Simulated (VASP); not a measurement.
# CuI (P4/nmm) in VASP: further runs

The runs below take CuI through single point, with PBE.

Program: VASP 6.6.1. These are calculated values, not measurements. Logs are shortened: lines on timing, memory, paths and dates and some standing lists are left out, and cuts for length are marked.

**1. The cell of the first run**

It takes space group P4/nmm (No. 129, tetragonal). Conventional cell: a = 4.117 Å, b = 4.117 Å, c = 6.595 Å, α = 90.00°, β = 90.00°, γ = 90.00°. I (site symmetry 4mm) has 4 Cu at 2.67 Å within 3.5 Å. Within 3.5 Å of Cu (site symmetry -4m2) lie 4 I at 2.67 Å and 4 Cu at 2.91 Å.

**2. Single point, PBE (volume scaled by 1.02)**

File INCAR:

```
SYSTEM = CuI
ALGO     = Normal         ! electronic algorithm
EDIFF    = 1E-7           ! SCF threshold, eV
ENCUT    = 520            ! plane-wave cutoff, eV
GGA      = PE             ! functional
ISIF     = 2              ! what is computed and relaxed
ISMEAR   = -1             ! smearing method
LASPH    = .TRUE.         ! aspherical terms in the spheres
LCHARG   = .FALSE.        ! write CHGCAR
LREAL    = .FALSE.        ! projectors in reciprocal space
LWAVE    = .FALSE.        ! write WAVECAR
NBANDS   = 26             ! bands
NELM     = 80             ! most SCF steps
PREC     = Accurate       ! precision mode
SIGMA    = 0.05           ! smearing width, eV
```

File KPOINTS:

```
k-points
0
G
  7 7 4
  0 0 0
```

File POSCAR:

```
CuI
1.0
    4.1172843714      0.0000000000      0.0000000000
    0.0000000000      4.1172843714      0.0000000000
    0.0000000000      0.0000000000      6.5948464438
I Cu
2 2
Direct
    0.0000000000      0.5000000000      0.7430343600
    0.5000000000      0.0000000000      0.2569656400
    0.0000000000      0.0000000000      0.0000000000
    0.5000000000      0.5000000000      0.0000000000
```

Potentials or basis: VASP PAW PBE potentials, release 64 (I, Cu).

Launch:

```console
cat potpaw_PBE.64/I/POTCAR potpaw_PBE.64/Cu/POTCAR > POTCAR
mpirun -np 1 vasp_std > vasp.out
```

OUTCAR:

```text
SYSTEM = CuI
   EDIFF = 1E-7
   ENCUT = 520
   GGA = PE
   ISIF = 2
   ISMEAR = -1
   LASPH = .TRUE.
   LREAL = .FALSE.
   NELM = 80
   PREC = Accurate

 ion  position               nearest neighbor table
   1  0.000  0.500  0.743-   3 2.67   4 2.67   3 2.67   4 2.67
   2  0.500  0.000  0.257-   3 2.67   4 2.67   4 2.67   3 2.67
   3  0.000  0.000  0.000-   1 2.67   2 2.67   1 2.67   2 2.67
   4  0.500  0.500  0.000-   1 2.67   2 2.67   2 2.67   1 2.67

  LATTYP: Found a simple tetragonal cell.
 ALAT       =     4.1172843714
 C/A-ratio  =     1.6017466487

  Lattice vectors:

 A1 = (   4.1172843714,   0.0000000000,   0.0000000000)
 A2 = (   0.0000000000,   4.1172843714,   0.0000000000)
 A3 = (   0.0000000000,   0.0000000000,   6.5948464438)

Analysis of symmetry for initial positions (statically):
=====================================================================
 Subroutine PRICEL returns:
 Original cell was already a primitive cell.

 Routine SETGRP: Setting up the symmetry group for a
 simple tetragonal supercell.

 Subroutine GETGRP returns: Found 16 space group operations
 (whereof  8 operations were pure point group operations)
 out of a pool of 16 trial point group operations.

The static configuration has the point symmetry D_2d.
 The point group associated with its full space group is D_4h.

Analysis of symmetry for dynamics (positions and initial velocities):
=====================================================================
 Subroutine PRICEL returns:
 Original cell was already a primitive cell.

 Routine SETGRP: Setting up the symmetry group for a
 simple tetragonal supercell.

 Subroutine GETGRP returns: Found 16 space group operations
 (whereof  8 operations were pure point group operations)
 out of a pool of 16 trial point group operations.

The dynamic configuration has the point symmetry D_2d.
 The point group associated with its full space group is D_4h.

 Subroutine INISYM returns: Found 16 space group operations
 (whereof  8 operations are pure point group operations),
 and found     1 'primitive' translations

----------------------------------------------------------------------------------------

                                     Primitive cell

  volume of cell :     111.7960

  direct lattice vectors                    reciprocal lattice vectors
     4.117284371  0.000000000  0.000000000     0.242878536  0.000000000  0.000000000
     0.000000000  4.117284371  0.000000000     0.000000000  0.242878536  0.000000000
     0.000000000  0.000000000  6.594846444     0.000000000  0.000000000  0.151633553

  length of vectors
     4.117284371  4.117284371  6.594846444     0.242878536  0.242878536  0.151633553

  position of ions in fractional coordinates (direct lattice)
     0.000000000  0.500000000  0.743034360
     0.500000000  0.000000000  0.256965640
     0.000000000  0.000000000  0.000000000
     0.500000000  0.500000000  0.000000000

  ion indices of the primitive-cell ions
   primitive index   ion index
                 1           1
                 2           2
                 3           3
                 4           4

----------------------------------------------------------------------------------------

 KPOINTS: k-points

Automatic generation of k-mesh.
 Grid dimensions read from file:
 generate k-points for:    7    7    4

 Generating k-lattice:

  Cartesian coordinates                     Fractional coordinates (reciprocal lattice)
     0.034696934  0.000000000  0.000000000     0.142857143  0.000000000  0.000000000
     0.000000000  0.034696934  0.000000000     0.000000000  0.142857143  0.000000000
     0.000000000  0.000000000  0.037908388     0.000000000  0.000000000  0.250000000

  Length of vectors
     0.034696934  0.034696934  0.037908388

  Shift w.r.t. Gamma in fractional coordinates (k-lattice)
     0.000000000  0.000000000  0.000000000

 Subroutine IBZKPT returns following result:
 ===========================================

 Found     30 irreducible k-points:

 Following reciprocal coordinates:
            Coordinates               Weight
  0.000000  0.000000  0.000000      1.000000
  0.142857  0.000000  0.000000      4.000000
  0.285714  0.000000  0.000000      4.000000
  0.428571  0.000000  0.000000      4.000000
  0.142857  0.142857  0.000000      4.000000
  0.285714  0.142857  0.000000      8.000000
[... 16 lines left out ...]
  0.285714  0.000000  0.500000      4.000000
  0.428571  0.000000  0.500000      4.000000
 [... further k-points ...]
   k-points           NKPTS =     30   k-points in BZ     NKDIM =     30   number of bands    NBANDS=     26
   number of dos      NEDOS =    301   number of ions     NIONS =      4
   total plane-waves  NPLWV =  51200
   dimension x,y,z NGX =    32 NGY =   32 NGZ =   50
   dimension x,y,z NGXF=    64 NGYF=   64 NGZF=  100
   ions per type =               2   2
   NGX,Y,Z   is equivalent  to a cutoff of  12.92, 12.92, 12.60 a.u.
   NGXF,Y,Z  is equivalent  to a cutoff of  25.84, 25.84, 25.21 a.u.
 SYSTEM =  CuI
   PREC   = accura    normal or accurate (medium, high low for compatibility)
   ISTART =      0    job   : 0-new  1-cont  2-samecut
   ICHARG =      2    charge: 1-file 2-atom 10-const
   ISPIN  =      1    spin polarized calculation?
   LNONCOLLINEAR =      F non collinear calculations
   LSORBIT =      F    spin-orbit coupling
   LASPH  =      T    aspherical Exc in radial PAW
   ENCUT  =  520.0 eV  38.22 Ry    6.18 a.u.   7.66  7.66 12.26*2*pi/ulx,y,z
   NELM   =     80;   NELMIN=  2; NELMDL= -5     # of ELM steps
   EDIFF  = 0.1E-06   stopping-criterion for ELM
   LREAL  =      F    real-space projection
   EDIFFG = 0.1E-05   stopping-criterion for IOM
   NSW    =      0    number of steps for IOM
   IBRION =     -1    ionic relax: 0-MD 1-quasi-New 2-CG
   NFREE  =      0    steps in history (QN), initial steepest desc. (CG)
   ISIF   =      2    stress and relaxation
   ISYM   =      2    0-nonsym 1-usesym 2-fastsym
   POTIM  = 0.5000    time-step for ionic-motion
   TEBEG  =    0.0;   TEEND  =   0.0 temperature during run
   PSTRESS=    0.0 pullay stress
   NELECT =      36.0000    total number of electrons
   NUPDOWN=      -1.0000    fix difference up-down
   EMIN   =  10.00;   EMAX   =-10.00  energy-range for DOS
   EFERMI =   0.00;   METHOD = LEGACY
   ISMEAR =    -1;   SIGMA  =   0.05  broadening in eV -4-tet -1-fermi 0-gaus
   EFERMI_NEDOS =   21; number of points for ismear=-14 and -15
   IALGO  =     38    algorithm
   IMIX   =      4    mixing-type and parameters
     AMIX     =   0.40;   BMIX     =  1.00
     AMIX_MAG =   1.60;   BMIX_MAG =  1.00
  volume/ion in A,a.u.               =      27.95       188.61
  Fermi-wavevector in a.u.,A,eV,Ry     =   1.122105  2.120471 17.131365  1.259120
  Thomas-Fermi vector in A             =   2.258763
   LORBIT       =      0    0 simple, 1 ext, 2 COOP (PROOUT), +10 PAW based schemes
   GGA     = PE    functional components
   LHFCALC =     F    Hartree Fock is set to
   AEXX    =    0.0000 exact exchange contribution
   IVDW    =     0    specifies the selected vdW correction
   LEPSILON=     F    determine dielectric tensor
   LRPA    =     F    only Hartree local field effects (RPA)
 non-spin polarized calculation
  energy-cutoff  :      520.00
  volume of cell :      111.80
 maximum number of plane-waves:      3029
 NGX is ok and might be reduce to    32
   NGX = 15   NGY = 15   NGZ = 25

 number of electron      35.9999988 magnetization

 Free energy of the ion-electron system (eV)
  ---------------------------------------------------
  ext. energy  EPLUGINS =         0.00000000
  ---------------------------------------------------
  free energy    TOTEN  =       -11.09617343 eV

  energy without entropy =      -11.09617343  energy(sigma->0) =      -11.09617343

 E-fermi :   5.0369     XC(G=0):  -8.8862

 val. band max:        4.2004325962   @ k =   0.0000   0.0000   0.0000
 cond. band min:       5.7871719056   @ k =   0.0000   0.0000   0.0000
 fundamental gap:      1.5867393094
 Fermi energy:         5.0369302146

 k-point     1 :       0.0000    0.0000    0.0000
  band No.  band energies     occupation
      1      -9.5906      2.00000
      2      -8.9438      2.00000
      3      -1.4559      2.00000
      4       0.5429      2.00000
      5       0.7379      2.00000
      6       0.7379      2.00000
[... 18 lines left out ...]
     25      12.5778      0.00000
     26      12.9443      0.00000

 k-point     2 :       0.1429    0.0000    0.0000
  band No.  band energies     occupation
      1      -9.5188      2.00000
      2      -8.9261      2.00000
      3      -1.3312      2.00000
      4       0.4699      2.00000
      5       0.5024      2.00000
      6       0.6984      2.00000
[... 18 lines left out ...]
     25      12.3012      0.00000
     26      12.8496      0.00000

 k-point     3 :       0.2857    0.0000    0.0000
  band No.  band energies     occupation
      1      -9.3315      2.00000
      2      -8.9046      2.00000
      3      -1.0148      2.00000
      4      -0.2169      2.00000
      5       0.0071      2.00000
      6       0.5765      2.00000
[... 18 lines left out ...]
     25      11.1512      0.00000
     26      11.8817      0.00000

 k-point     4 :       0.4286    0.0000    0.0000
  band No.  band energies     occupation
      1      -9.1089      2.00000
      2      -8.9512      2.00000
      3      -0.8382      2.00000
      4      -0.7373      2.00000
      5      -0.0799      2.00000
      6       0.3250      2.00000
[... 18 lines left out ...]
     25      10.8916      0.00000
     26      11.0242      0.00000
[... 496 lines left out ...]
      1      -9.3591      2.00000
      2      -9.1171      2.00000
      3      -0.8612      2.00000
      4      -0.1888      2.00000
      5       0.5158      2.00000
      6       0.6671      2.00000
[... 18 lines left out ...]
     25      10.3167      0.00000
     26      12.3573      0.00000

 k-point    23 :       0.2857    0.0000    0.5000
  band No.  band energies     occupation
      1      -9.2104      2.00000
      2      -9.0377      2.00000
      3      -1.0207      2.00000
      4      -0.5901      2.00000
      5       0.4314      2.00000
      6       0.6266      2.00000
[... 18 lines left out ...]
     25      11.1765      0.00000
     26      11.3056      0.00000

 k-point    24 :       0.4286    0.0000    0.5000
  band No.  band energies     occupation
      1      -9.0585      2.00000
      2      -8.9951      2.00000
      3      -1.2221      2.00000
      4      -1.0952      2.00000
      5       0.5597      2.00000
      6       0.6370      2.00000
[... 18 lines left out ...]
     25      11.8500      0.00000
     26      12.4617      0.00000

 [... further k-points ...]

------------------------ aborting loop because EDIFF is reached ----------------------------------------

  FORCE on cell =-STRESS in cart. coord.  units (eV):
  Direction    XX          YY          ZZ          XY          YZ          ZX
  --------------------------------------------------------------------------------------
  -------------------------------------------------------------------------------------
  Total        0.2885368      0.2885368      0.4318147      0.0000000      0.0000000      0.0000000
  in kB        4.1350936      4.1350936      6.1884451      0.0000000      0.0000000      0.0000000
  external PRESSURE =       4.8195441 kB  Pullay stress =       0.0000000 kB

 VOLUME and BASIS-vectors are now :
 -----------------------------------------------------------------------------
  energy-cutoff  :      520.00
  volume of cell :      111.80
      direct lattice vectors                 reciprocal lattice vectors
     4.117284371  0.000000000  0.000000000     0.242878536  0.000000000  0.000000000
     0.000000000  4.117284371  0.000000000     0.000000000  0.242878536  0.000000000
     0.000000000  0.000000000  6.594846444     0.000000000  0.000000000  0.151633553

 POSITION                                       TOTAL-FORCE (eV/Angst)
 -----------------------------------------------------------------------------------
      0.00000      2.05864      4.90020         0.000000     -0.000000      0.013724
      2.05864      0.00000      1.69465         0.000000      0.000000     -0.013724
      0.00000      0.00000      0.00000         0.000000     -0.000000      0.000000
      2.05864      2.05864      0.00000         0.000000      0.000000      0.000000
 -----------------------------------------------------------------------------------
    total drift:                                0.000000     -0.000000     -0.000000

  FREE ENERGIE OF THE ION-ELECTRON SYSTEM (eV)
  ---------------------------------------------------
  free  energy   TOTEN  =       -11.0961734315 eV

  energy  without entropy=      -11.0961734261  energy(sigma->0) =      -11.09617343
```

Run time: 2.5 min. Hardware: 1 thread of Intel Xeon 8259CL, shared host; peak memory 0.26 GiB.

What came out:

* Free energy: -11.0962 eV
* Pressure: 0.5 GPa
* Largest force: 0.014 eV/Å
* Band gap on the k mesh: 1.59 eV, direct

Forces on the atoms (eV/Å):
```
I    0.000  0.000  0.014
I    0.000  0.000 -0.014
Cu   0.000  0.000  0.000
Cu   0.000  0.000  0.000
```

Levels at points of the mesh, in eV from the valence-band top:
```tsv
k point	band 14	band 15	band 16	band 17	band 18	band 19	band 20	band 21	band 22	band 23
(0.00, 0.00, 0.00)	-1.29	-1.09	-0.75	0.00	0.00	1.59	3.05	3.40	4.99	4.99
(0.00, 0.00, 0.50)	-1.22	-1.22	-1.09	-0.26	-0.26	3.20	3.22	3.52	4.47	5.66
```

Caveat: spin-orbit coupling is left out, which moves the levels of the heavy elements; this functional lacks dispersion, which binds the layers, so the pressure and a relaxed spacing across them are unreliable.

**3. Single point, PBE (volume scaled by 1.06)**

File INCAR:

```
SYSTEM = CuI
PREC = Accurate
ENCUT = 520
EDIFF = 1E-7
ISMEAR = -1
SIGMA = 0.05
LREAL = .False.
LASPH = .True.
NELM = 60
ALGO = Normal
ISIF = 2
LWAVE = .False.
LCHARG = .False.
GGA = PE
NBANDS = 26
```

File KPOINTS:

```
regular mesh
0
Gamma
  7 7 4
  0 0 0
```

File POSCAR:

```
CuI
1.0
    4.1704164815      0.0000000000      0.0000000000
    0.0000000000      4.1704164815      0.0000000000
    0.0000000000      0.0000000000      6.6799506231
I Cu
2 2
Direct
    0.0000000000      0.5000000000      0.7430343600
    0.5000000000      0.0000000000      0.2569656400
    0.0000000000      0.0000000000      0.0000000000
    0.5000000000      0.5000000000      0.0000000000
```

Potentials or basis: VASP PAW PBE potentials, release 64 (I, Cu).

Launch:

```console
cat potpaw_PBE.64/I/POTCAR potpaw_PBE.64/Cu/POTCAR > POTCAR
mpirun -np 1 vasp_std > vasp.out
```

It took 2.7 min on 1 thread of Intel Xeon 8259CL, shared host; peak memory 0.26 GiB.

It converged, with:

```
Free energy            : -11.0890 eV
Pressure               : -1.0 GPa
Largest force          : 0.307 eV/Å
Band gap on the k mesh : 1.52 eV, direct
```

Forces on the atoms (eV/Å):
```
I    0.000  0.000  0.307
I    0.000  0.000 -0.307
Cu   0.000  0.000  0.000
Cu   0.000  0.000  0.000
```

Stress tensor (GPa, compression positive):
```
-1.03  0.00  0.00
 0.00 -1.03  0.00
 0.00  0.00 -0.94
```

Levels at points of the mesh, in eV from the valence-band top:
```tsv
k point	band 14	band 15	band 16	band 17	band 18	band 19	band 20	band 21	band 22	band 23
(0.00, 0.00, 0.00)	-1.17	-0.98	-0.70	0.00	0.00	1.52	3.04	3.44	4.99	4.99
(0.00, 0.00, 0.50)	-1.11	-1.11	-0.98	-0.23	-0.23	3.06	3.20	3.52	4.56	5.61
```

Caveat: spin-orbit coupling is left out, which moves the levels of the heavy elements; this functional lacks dispersion, which binds the layers, so the pressure and a relaxed spacing across them are unreliable.
